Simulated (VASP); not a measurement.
Runs of VASP 6.6.1 on Tl. The structure is that of space group P6_3/mmc (No. 194), or close to it. The cells are those of the table. 

| cell | further INCAR settings | gap on the mesh (eV) | pressure (GPa) |
| --- | --- | --- | --- |
| a = 3.348, b = 3.348, c = 5.887 Å, angles 90.0, 90.0, 120.0°, 2 atoms | ALGO = Fast; EDIFF = 1e-06; NBANDS = 20 | none | 0.0 |
| a = 3.503, b = 3.503, c = 5.377 Å, angles 90.0, 90.0, 120.0°, 2 atoms | ALGO = Fast; EDIFF = 1e-06; NBANDS = 20 | none | (b) |
| a = 3.723, b = 3.723, c = 4.761 Å, angles 90.0, 90.0, 120.0°, 2 atoms | ALGO = Fast; EDIFF = 1e-06; NBANDS = 20 | none | 1.2 |
| a = 3.553, b = 3.553, c = 5.226 Å, angles 90.0, 90.0, 120.0°, 2 atoms | ALGO = Fast; EDIFF = 1e-06; NBANDS = 20 | none | (a) |
| a = 3.252, b = 3.252, c = 6.239 Å, angles 90.0, 90.0, 120.0°, 2 atoms | ALGO = Fast; EDIFF = 1e-06; NBANDS = 20 | none | 0.9 |
| a = 3.400, b = 3.400, c = 5.708 Å, angles 90.0, 90.0, 120.0°, 2 atoms | ALGO = Fast; EDIFF = 1e-07; NBANDS = 20 | none | -0.1 |
| a = 3.648, b = 3.648, c = 4.958 Å, angles 90.0, 90.0, 120.0°, 2 atoms | ALGO = Fast; EDIFF = 1e-06; NBANDS = 20 | none | (c) |
| a = 3.167, b = 3.167, c = 6.581 Å, angles 90.0, 90.0, 120.0°, 2 atoms | ALGO = Fast; EDIFF = 1e-07; NBANDS = 20 | none | 2.4 |

Alike in all rows: task single point; level PBEsol; potentials or basis VASP PAW PBE potentials, release 64 (Tl_d); no spin polarisation; k mesh 18 × 18 × 10; cutoff (eV) 520; smearing gaussian 0.15 eV.

Question: Fill in the values left out.

Answer: (a) 0.4; (b) 0.1; (c) 0.8.

Caveats: the PAW data sets were made with another functional, which shifts forces and pressure a little; spin-orbit coupling is left out, which moves the levels of the heavy elements.

A k mesh can miss the band edges, and the runs leave out spin-orbit coupling on Tl.

A gap of «none» marks levels without a gap at the run's occupations.
